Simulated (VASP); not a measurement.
# MgO (Amm2) in VASP: notebook, part 3 of 4

VASP 6.6.1.

### 6 Single point, PBE+D3(BJ)

This run uses another cell than the first one, of 9.86 Å³/atom, 0.956 times its volume.

File INCAR:

```
SYSTEM = MgO
ALGO     = Normal         ! electronic algorithm
EDIFF    = 1E-6           ! SCF threshold, eV
ENCUT    = 600            ! plane-wave cutoff, eV
GGA      = PE             ! functional
GGA_COMPAT= .FALSE.      
ISIF     = 2              ! what is computed and relaxed
ISMEAR   = 0              ! smearing method
IVDW     = 12             ! dispersion correction
LASPH    = .TRUE.         ! aspherical terms in the spheres
LCHARG   = .TRUE.         ! write CHGCAR
LELF     = .TRUE.         ! ELF
LREAL    = .FALSE.        ! projectors in reciprocal space
LVHAR    = .TRUE.       
LWAVE    = .FALSE.        ! write WAVECAR
NBANDS   = 11             ! bands
NELM     = 120            ! most SCF steps
PREC     = Accurate       ! precision mode
SIGMA    = 0.05           ! smearing width, eV
```

File KPOINTS:

```
k-points
0
G
  12 12 8
  0 0 0
```

File POSCAR:

```
MgO
1.0
    2.9377244759      0.0000000000      0.0000000000
   -1.4688622380      2.5059818651      0.0000000000
    0.0000000000      0.0000000000      2.6797873418
Mg O
1 1
Direct
    0.0000000000      0.0000000000      0.0000000000
    0.3333333333      0.6666666667      0.5000000000
```

Potentials or basis: VASP PAW PBE potentials, release 64 (Mg, O).

Started as:

```sh
cat potpaw_PBE.64/Mg/POTCAR potpaw_PBE.64/O/POTCAR > POTCAR
mpirun -np 1 vasp_std > vasp.out
```

OUTCAR:

```text
SYSTEM = MgO
   EDIFF = 1E-6
   ENCUT = 600
   GGA = PE
   ISIF = 2
   ISMEAR = 0
   IVDW = 12
   LASPH = .TRUE.
   LREAL = .FALSE.
   NELM = 120
   PREC = Accurate
 IVDW          = 12

 ion  position               nearest neighbor table
   1  0.000  0.000  0.000-   2 2.14   2 2.14   2 2.16   2 2.16   2 2.16   2 2.16
   2  0.333  0.667  0.500-   1 2.14   1 2.14   1 2.16   1 2.16   1 2.16   1 2.16

  Warning from LATTYP: Monoclinic adjustment (A1->A3, A2->A1, A3->A2)!
  LATTYP: Found a base centered orthorhombic cell.
 ALAT       =     2.9377244759
 B/A-ratio  =     1.7060700455
 C/A-ratio  =     0.9121983235

  Lattice vectors:

 A1 = (   1.4688622380,  -2.5059818651,   0.0000000000)
 A2 = (   1.4688622379,   2.5059818651,   0.0000000000)
 A3 = (   0.0000000000,   0.0000000000,   2.6797873418)

Analysis of symmetry for initial positions (statically):
=====================================================================
 Subroutine PRICEL returns:
 Original cell was already a primitive cell.

 Routine SETGRP: Setting up the symmetry group for a
 base centered orthorhombic supercell.

 Subroutine GETGRP returns: Found  4 space group operations
 (whereof  4 operations were pure point group operations)
 out of a pool of  8 trial point group operations.

The static configuration has the point symmetry C_2v.

Analysis of symmetry for dynamics (positions and initial velocities):
=====================================================================
 Subroutine PRICEL returns:
 Original cell was already a primitive cell.

 Routine SETGRP: Setting up the symmetry group for a
 base centered orthorhombic supercell.

 Subroutine GETGRP returns: Found  4 space group operations
 (whereof  4 operations were pure point group operations)
 out of a pool of  8 trial point group operations.

The dynamic configuration has the point symmetry C_2v.

 Subroutine INISYM returns: Found  4 space group operations
 (whereof  4 operations are pure point group operations),
 and found     1 'primitive' translations

[... 124 lines left out ...]
   LRPA    =     F    only Hartree local field effects (RPA)
 non-spin polarized calculation
 Gauss-broadening in eV      SIGMA  =   0.05
  energy-cutoff  :      600.00
  volume of cell :       19.73
 maximum number of plane-waves:       672
   NGX = 11   NGY = 11   NGZ = 11

 number of electron       7.9999996 magnetization

 Free energy of the ion-electron system (eV)
  ---------------------------------------------------
  ext. energy  EPLUGINS =         0.00000000
  ---------------------------------------------------
  free energy    TOTEN  =       -11.22935243 eV

  energy without entropy =      -11.22935243  energy(sigma->0) =      -11.22935243

 E-fermi :   3.6267     XC(G=0): -10.8056

 val. band max:        3.3780369140   @ k =   0.0000   0.0000   0.5000
 cond. band min:       6.5163026537   @ k =   0.0000   0.0000   0.0000
 fundamental gap:      3.1382657396
 Fermi energy:         3.6266748780

 k-point     1 :       0.0000    0.0000    0.0000
  band No.  band energies     occupation
      1     -14.0881      2.00000
      2       2.8069      2.00000
      3       2.8885      2.00000
      4       2.9453      2.00000
      5       6.5163      0.00000
      6      15.3006      0.00000
      7      19.0484      0.00000
      8      19.4062      0.00000
      9      23.4841      0.00000
     10      24.3755      0.00000
     11      25.9379      0.00000
[... 309 lines left out ...]
 k-point    24 :       0.4167    0.1667    0.0000
  band No.  band energies     occupation
      1     -12.9552      2.00000
      2      -1.2026      2.00000
      3       1.1900      2.00000
      4       3.3345      2.00000
      5      11.1112      0.00000
      6      14.1956      0.00000
      7      16.1592      0.00000
      8      22.0369      0.00000
      9      22.4618      0.00000
     10      25.2963      0.00000
     11      25.9424      0.00000

 [... further k-points ...]

------------------------ aborting loop because EDIFF is reached ----------------------------------------

 Edisp (eV)   -0.55679

 E8    (eV) :    -0.2190

  FORCE on cell =-STRESS in cart. coord.  units (eV):
  Direction    XX          YY          ZZ          XY          YZ          ZX
  --------------------------------------------------------------------------------------
  -------------------------------------------------------------------------------------
  Total      -0.49740    -0.04934    -0.72921     0.00000     0.00000     0.00000
  in kB     -40.39533    -4.00686   -59.22113     0.00000     0.00000     0.00000
  external pressure =      -34.54 kB  Pullay stress =        0.00 kB

 VOLUME and BASIS-vectors are now :
 -----------------------------------------------------------------------------
  energy-cutoff  :      600.00
  volume of cell :       19.73
      direct lattice vectors                 reciprocal lattice vectors
     2.937724476  0.000000000  0.000000000     0.340399519  0.199522593  0.000000000
    -1.468862238  2.505981865  0.000000000     0.000000000  0.399045186  0.000000000
     0.000000000  0.000000000  2.679787342     0.000000000  0.000000000  0.373163939

 POSITION                                       TOTAL-FORCE (eV/Angst)
 -----------------------------------------------------------------------------------
      0.00000      0.00000      0.00000         0.000000     -0.006301      0.000000
     -0.00000      1.67065      1.33989        -0.000000      0.006301      0.000000
 -----------------------------------------------------------------------------------
    total drift:                                0.000000      0.000006      0.000000

  FREE ENERGIE OF THE ION-ELECTRON SYSTEM (eV)
  ---------------------------------------------------
  free  energy   TOTEN  =       -11.7861463808 eV

  energy  without entropy=      -11.7861463808  energy(sigma->0) =      -11.78614638
```

OSZICAR:

```text
N       E                     dE             d eps       ncg     rms          rms(c)
DAV:   1     0.200782785102E+02    0.20078E+02   -0.49125E+03  5234   0.726E+02
DAV:   2    -0.121222032001E+02   -0.32200E+02   -0.31103E+02  5433   0.147E+02
DAV:   3    -0.129810528305E+02   -0.85885E+00   -0.85813E+00  5625   0.218E+01
DAV:   4    -0.129833132604E+02   -0.22604E-02   -0.22604E-02  5162   0.127E+00
DAV:   5    -0.129833212285E+02   -0.79681E-05   -0.79681E-05  5605   0.741E-02    0.737E+00
DAV:   6    -0.112796244047E+02    0.17037E+01   -0.97265E+00  4775   0.168E+01    0.238E+00
DAV:   7    -0.112471047824E+02    0.32520E-01   -0.73775E-02  5210   0.240E+00    0.139E+00
DAV:   8    -0.112297436276E+02    0.17361E-01   -0.36961E-02  4892   0.208E+00    0.263E-01
DAV:   9    -0.112294430287E+02    0.30060E-03   -0.28678E-04  5609   0.125E-01    0.191E-01
DAV:  10    -0.112293527282E+02    0.90301E-04   -0.71961E-04  4888   0.212E-01    0.130E-02
DAV:  11    -0.112293517571E+02    0.97108E-06   -0.12385E-05  5396   0.240E-02    0.634E-03
DAV:  12    -0.112293524326E+02   -0.67555E-06   -0.13131E-06  5027   0.876E-03
   1 F= -.11786146E+02 E0= -.11786146E+02  d E =-.546219E-15
```

stdout:

```text
POSCAR found type information on POSCAR MgO
 POSCAR found :  2 types and       2 ions
 scaLAPACK will be used
 LDA part: xc-table for (Slater+PW92), standard interpolation
 POSCAR, INCAR and KPOINTS ok, starting setup
 FFT: planning ... GRIDC
 FFT: planning ... GRID_SOFT
 FFT: planning ... GRID
 WAVECAR not read
 entering main loop
```

Run time: 18 s. Hardware: 1 thread of Intel Xeon 6975P-C (Granite Rapids), shared host; peak memory 0.19 GiB.

What came out:

| Item | Value |
| --- | --- |
| Free energy | -11.7861 eV |
| Pressure | -3.5 GPa |
| Largest force | 0.006 eV/Å |
| Band gap on the k mesh | 3.14 eV, indirect (least direct gap 3.57 eV) |
| Dispersion energy per atom | -0.278 eV |

Forces on the atoms (eV/Å):
```
Mg   0.000 -0.006  0.000
O    0.000  0.006  0.000
```

Levels at points of the mesh, in eV from the valence-band top:
```csv
k point,band 1,band 2,band 3,band 4,band 5,band 6,band 7,band 8
"(0.00, 0.00, 0.00)",-17.47,-0.57,-0.49,-0.43,3.14,11.92,15.67,16.03
"(0.50, 0.00, 0.00)",-16.40,-4.91,-1.21,-0.07,6.77,10.72,13.15,18.19
"(0.00, 0.50, 0.00)",-16.36,-4.86,-1.34,-0.05,6.63,10.83,13.18,17.91
"(0.00, 0.00, 0.50)",-16.39,-5.40,-0.06,0.00,8.50,9.12,17.54,17.93
"(0.50, 0.00, 0.50)",-15.64,-3.73,-3.38,-0.75,5.83,11.69,14.18,15.05
"(0.00, 0.50, 0.50)",-15.61,-3.69,-3.36,-0.85,5.94,11.45,14.13,15.15
```

Caveat: three body term missing.

(Continued in part 4 of 4.)
